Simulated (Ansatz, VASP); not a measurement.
**Two plane-wave programs on Ag**

```
Ag
1.0
     2.75808    0.00000    0.00000
     0.00000    2.75808    0.00000
     0.00000    0.00000    2.75808
Ag
1
Cartesian
  0.0000 0.0000 0.0000
```

Alike in both runs: task relaxation of cell and atoms; functional PBE; k mesh 20 × 20 × 20; occupations gaussian, width 0.1 eV; no spin polarisation.

|  | VASP | Ansatz |
| --- | --- | --- |
| version | VASP 6.6.1 | Ansatz 0.2.0 |
| potentials or method | VASP PAW PBE potentials, release 64 (Ag), cutoff 600 eV | scalar-relativistic, plane waves, PAW |
| valence electrons in the cell | 11 | 19 |

Ansatz gave:

```
gap on the k mesh at the Fermi level, each at its own relaxed structure (eV) : none
relaxed volume (Å³/atom)                                                     : 20.80
relaxed length of the cell vector where the two differ most in proportion (Å)              : 2.750
```

Question: What did VASP give for the same quantities?

Answer: gap on the k mesh at the Fermi level, each at its own relaxed structure (eV): none; relaxed volume (Å³/atom): 20.76; relaxed length of the cell vector where the two differ most in proportion (Å): 2.749.

A gap of «none» marks a metal or a gap that the smearing closes. VASP's potentials hold 11 valence electrons a cell and Ansatz's 19, so a difference there can come from the potentials and not from the codes.
